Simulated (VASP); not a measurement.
# MoS2 (R3m) in VASP: further runs

The runs below take MoS2 through single point, with PBEsol.

Program: VASP 6.6.1. These are calculated values, not measurements. Logs are shortened: lines on timing, memory, paths and dates and some standing lists are left out, and cuts for length are marked.

## 1. The cell of the first run

Symmetry: R3m, No. 160, trigonal system. Conventional cell: a = 3.160 Å, b = 3.160 Å, c = 18.450 Å, α = 90.00°, β = 90.00°, γ = 120.00°. Mo (site symmetry 3m) has 6 S at 2.39 Å and 6 Mo at 3.16 Å within 3.2 Å. Within 3.2 Å of S (site symmetry 3m) lie 3 Mo at 2.39 Å and 7 S at 3.08 to 3.16 Å. S (site symmetry 3m) has 3 Mo at 2.39 Å and 7 S at 3.08 to 3.16 Å within 3.2 Å.

## 2. Single point, PBEsol

Input file INCAR:

```
  PREC = Accurate
  ENCUT = 520
  EDIFF = 1E-6
  ISMEAR = 1
  SIGMA = 0.1
  LREAL = F
  LASPH = T
  NELM = 60
  ALGO = Normal
  ISIF = 2
  LWAVE = F
  LCHARG = F
  GGA = PS
  NBANDS = 20
```

Input file KPOINTS:

```
Automatic mesh
0
Gamma
  11 11 11
```

Input file POSCAR:

```
MoS2
1.0
    1.5800000000      0.9122130000      6.1500000000
   -1.5800000000      0.9122130000      6.1500000000
    0.0000000000     -1.8244270000      6.1500000000
Mo S
1 2
Direct
    0.0000000000      0.0000000000      0.0000000000
    0.2500000000      0.2500000000      0.2500000000
    0.4170000000      0.4170000000      0.4170000000
```

Potentials or basis: VASP PAW PBE potentials, release 64 (Mo_sv, S).

Run with:

```bash
> cat potpaw_PBE.64/Mo_sv/POTCAR potpaw_PBE.64/S/POTCAR > POTCAR
> mpirun -np 1 vasp_std > vasp.out
```

OUTCAR:

```text
PREC = Accurate
   ENCUT = 520
   EDIFF = 1E-6
   ISMEAR = 1
   LREAL = F
   LASPH = T
   NELM = 60
   ISIF = 2
   GGA = PS

 ion  position               nearest neighbor table
   1  0.000  0.000  0.000-   2 2.39   2 2.39   2 2.39   3 2.39   3 2.39   3 2.39
   2  0.250  0.250  0.250-   1 2.39   1 2.39   1 2.39
   3  0.417  0.417  0.417-   1 2.39   1 2.39   1 2.39

  LATTYP: Found a trigonal (rhomboedric) cell.
 ALAT       =     6.4149070576
 COS(alpha) =     0.8786713312

  Lattice vectors:

 A1 = (   1.5800000000,   0.9122130000,   6.1500000000)
 A2 = (  -1.5800000000,   0.9122130000,   6.1500000000)
 A3 = (   0.0000000000,  -1.8244270000,   6.1500000000)

Analysis of symmetry for initial positions (statically):
=====================================================================
 Subroutine PRICEL returns:
 Original cell was already a primitive cell.

 Routine SETGRP: Setting up the symmetry group for a
 trigonal (rhombohedral) supercell.

 Subroutine GETGRP returns: Found  6 space group operations
 (whereof  6 operations were pure point group operations)
 out of a pool of 12 trial point group operations.

The static configuration has the point symmetry C_3v.

Analysis of symmetry for dynamics (positions and initial velocities):
=====================================================================
 Subroutine PRICEL returns:
 Original cell was already a primitive cell.

 Routine SETGRP: Setting up the symmetry group for a
 trigonal (rhombohedral) supercell.

 Subroutine GETGRP returns: Found  6 space group operations
 (whereof  6 operations were pure point group operations)
 out of a pool of 12 trial point group operations.

The dynamic configuration has the point symmetry C_3v.

 Subroutine INISYM returns: Found  6 space group operations
 (whereof  6 operations are pure point group operations),
 and found     1 'primitive' translations

----------------------------------------------------------------------------------------

                                     Primitive cell

  volume of cell :      53.1839

  direct lattice vectors                    reciprocal lattice vectors
     1.580000000  0.912213000  6.150000000     0.316455696  0.182705800  0.054200552
[... 83 lines left out ...]
   LNONCOLLINEAR =      F non collinear calculations
   LSORBIT =      F    spin-orbit coupling
   LASPH  =      T    aspherical Exc in radial PAW
   ENCUT  =  520.0 eV  38.22 Ry    6.18 a.u.  11.93 11.93 11.93*2*pi/ulx,y,z
   NELM   =     60;   NELMIN=  2; NELMDL= -5     # of ELM steps
   EDIFF  = 0.1E-05   stopping-criterion for ELM
   LREAL  =      F    real-space projection
   EDIFFG = 0.1E-04   stopping-criterion for IOM
   NSW    =      0    number of steps for IOM
   IBRION =     -1    ionic relax: 0-MD 1-quasi-New 2-CG
   NFREE  =      0    steps in history (QN), initial steepest desc. (CG)
   ISIF   =      2    stress and relaxation
   ISYM   =      2    0-nonsym 1-usesym 2-fastsym
   POTIM  = 0.5000    time-step for ionic-motion
   TEBEG  =    0.0;   TEEND  =   0.0 temperature during run
   PSTRESS=    0.0 pullay stress
   NELECT =      26.0000    total number of electrons
   NUPDOWN=      -1.0000    fix difference up-down
   EMIN   =  10.00;   EMAX   =-10.00  energy-range for DOS
   EFERMI =   0.00;   METHOD = LEGACY
   ISMEAR =     1;   SIGMA  =   0.10  broadening in eV -4-tet -1-fermi 0-gaus
   EFERMI_NEDOS =   21; number of points for ismear=-14 and -15
   IALGO  =     38    algorithm
   IMIX   =      4    mixing-type and parameters
     AMIX     =   0.40;   BMIX     =  1.00
     AMIX_MAG =   1.60;   BMIX_MAG =  1.00
  volume/ion in A,a.u.               =      17.73       119.63
  Fermi-wavevector in a.u.,A,eV,Ry     =   1.289652  2.437090 22.629253  1.663203
  Thomas-Fermi vector in A             =   2.421532
   LORBIT       =      0    0 simple, 1 ext, 2 COOP (PROOUT), +10 PAW based schemes
   GGA     = PS    functional components
   LHFCALC =     F    Hartree Fock is set to
   AEXX    =    0.0000 exact exchange contribution
   IVDW    =     0    specifies the selected vdW correction
   LEPSILON=     F    determine dielectric tensor
   LRPA    =     F    only Hartree local field effects (RPA)
 non-spin polarized calculation
 Methfessel and Paxton  Order N= 1 SIGMA  =   0.10
  energy-cutoff  :      520.00
  volume of cell :       53.18
 maximum number of plane-waves:      1447
   NGX = 23   NGY = 23   NGZ = 23

 number of electron      25.9999998 magnetization

 Free energy of the ion-electron system (eV)
  ---------------------------------------------------
  ext. energy  EPLUGINS =         0.00000000
  ---------------------------------------------------
  free energy    TOTEN  =       -23.44420414 eV

  energy without entropy =      -23.44422237  energy(sigma->0) =      -23.44421022

 E-fermi :   7.6460     XC(G=0): -11.0041

 val. band max:        7.5725343105   @ k =   0.4545   0.4545   0.4545
 cond. band min:       8.4729739392   @ k =  -0.1818   0.1818   0.0000
 fundamental gap:      0.9004396288
 Fermi energy:         7.6459650392

 k-point     1 :       0.0000    0.0000    0.0000
  band No.  band energies     occupation
      1     -53.8941      2.00000
      2     -28.0981      2.00000
      3     -27.8601      2.00000
      4     -27.8601      2.00000
      5      -7.5419      2.00000
      6      -5.7964      2.00000
[... 541 lines left out ...]
     19      15.7492      0.00000
     20      16.6069      0.00000

 [... further k-points ...]

------------------------ aborting loop because EDIFF is reached ----------------------------------------

  FORCE on cell =-STRESS in cart. coord.  units (eV):
  Direction    XX          YY          ZZ          XY          YZ          ZX
  --------------------------------------------------------------------------------------
  -------------------------------------------------------------------------------------
  Total       -0.2169863     -0.2169863      0.7626485      0.0000000     -0.0000000      0.0000000
  in kB       -6.5367685     -6.5367672     22.9749787      0.0000000     -0.0000012      0.0000000
  external PRESSURE =       3.3004810 kB  Pullay stress =       0.0000000 kB

 VOLUME and BASIS-vectors are now :
 -----------------------------------------------------------------------------
  energy-cutoff  :      520.00
  volume of cell :       53.18
      direct lattice vectors                 reciprocal lattice vectors
     1.580000000  0.912213000  6.150000000     0.316455696  0.182705800  0.054200552
    -1.580000000  0.912213000  6.150000000    -0.316455696  0.182705800  0.054200552
     0.000000000 -1.824427000  6.150000000     0.000000000 -0.365411600  0.054200522

 POSITION                                       TOTAL-FORCE (eV/Angst)
 -----------------------------------------------------------------------------------
      0.00000      0.00000      0.00000         0.000000     -0.000000      0.086085
      0.00000     -0.00000      4.61250         0.000000      0.000000     -0.260126
      0.00000     -0.00000      7.69365         0.000000     -0.000000      0.174041
 -----------------------------------------------------------------------------------
    total drift:                                0.000000     -0.000003      0.000067

  FREE ENERGIE OF THE ION-ELECTRON SYSTEM (eV)
  ---------------------------------------------------
  free  energy   TOTEN  =       -23.4442041405 eV

  energy  without entropy=      -23.4442223735  energy(sigma->0) =      -23.44421022
```

stdout:

```text
POSCAR found type information on POSCAR MoS
 POSCAR found :  2 types and       3 ions
 scaLAPACK will be used
 -----------------------------------------------------------------------------
|                                                                             |
|                                                                             |
|     You enforced a specific xc type in the INCAR file but a different       |
|     I HOPE YOU KNOW WHAT YOU ARE DOING!                                     |
|                                                                             |
 -----------------------------------------------------------------------------

 LDA part: xc-table for (Slater+PW92), standard interpolation
 POSCAR, INCAR and KPOINTS ok, starting setup
 FFT: planning ... GRIDC
 FFT: planning ... GRID_SOFT
 FFT: planning ... GRID
 WAVECAR not read
 entering main loop
```

It took 12 min on 1 thread of Intel Xeon 8259CL, shared host; peak memory 0.4 GiB.

What came out:

| Property | Result |
| --- | --- |
| Free energy | -23.4442 eV |
| Pressure | 0.3 GPa |
| Largest force | 0.260 eV/Å |
| Band gap on the k mesh | 0.90 eV (least direct gap 1.90 eV) |

Forces in eV/Å, atoms in the order of the input:
```
Mo   0.000  0.000  0.086
S    0.000  0.000 -0.260
S    0.000  0.000  0.174
```

Stress tensor (GPa, compression positive):
```
-0.65  0.00  0.00
 0.00 -0.65  0.00
 0.00  0.00  2.30
```

Caveat: the PAW data sets were made with another functional, which shifts forces and pressure a little; an odd mesh through Γ misses points on the zone boundary, where band edges can lie. As with any semilocal functional, this PBEsol gap is likely too small.

## 3. Single point, PBEsol

This run uses another cell than the first one, of 18.17 Å³/atom.

Input file INCAR:

```
SYSTEM = MoS2
  ALGO = Normal
  EDIFF = 1E-6
  ENCUT = 520
  GGA = PS
  ISIF = 2
  ISMEAR = 1
  LASPH = .True.
  LCHARG = .True.
  LELF = .True.
  LREAL = .False.
  LVHAR = .True.
  LWAVE = .False.
  NBANDS = 20
  NELM = 60
  PREC = Accurate
  SIGMA = 0.1
```

Input file KPOINTS:

```
k-points
0
Gamma
  11 11 11
  0 0 0
```

Input file POSCAR:

```
MoS2
1.0
    1.5930584434      0.9197522923      6.2008287513
   -1.5930584434      0.9197522923      6.2008287513
    0.0000000000     -1.8395055929      6.2008287513
Mo S
1 2
Direct
    0.0000000000      0.0000000000      0.0000000000
    0.2500000000      0.2500000000      0.2500000000
    0.4170000000      0.4170000000      0.4170000000
```

Potentials or basis: VASP PAW PBE potentials, release 64 (Mo_sv, S).

Run with:

```bash
> cat potpaw_PBE.64/Mo_sv/POTCAR potpaw_PBE.64/S/POTCAR > POTCAR
> mpirun -np 1 vasp_std > vasp.out
```

Run time: 13 min. Hardware: 1 thread of Intel Xeon 8259CL, shared host; peak memory 0.41 GiB.

The run converged. Its results:

```
Free energy            : -23.4320 eV
Pressure               : -3.3 GPa
Largest force          : 0.229 eV/Å
Band gap on the k mesh : 0.92 eV (least direct gap 1.83 eV)
```

Forces on the atoms (eV/Å):
```
Mo   0.000  0.000  0.082
S    0.000  0.000  0.147
S    0.000  0.000 -0.229
```

Stress tensor (GPa, compression positive):
```
-4.15  0.00  0.00
 0.00 -4.15  0.00
 0.00  0.00 -1.65
```

Levels at points of the mesh, in eV from the valence-band top:
| k point | band 11 | band 12 | band 13 | band 14 | band 15 | band 16 |
| --- | --- | --- | --- | --- | --- | --- |
| (0.00, 0.00, 0.00) | -2.26 | -1.23 | -1.12 | 2.00 | 2.00 | 2.40 |

Caveat: the cell stands under tension; the PAW data sets were made with another functional, which shifts forces and pressure a little; an odd mesh through Γ misses points on the zone boundary, where band edges can lie. As with any semilocal functional, this PBEsol gap is likely too small.
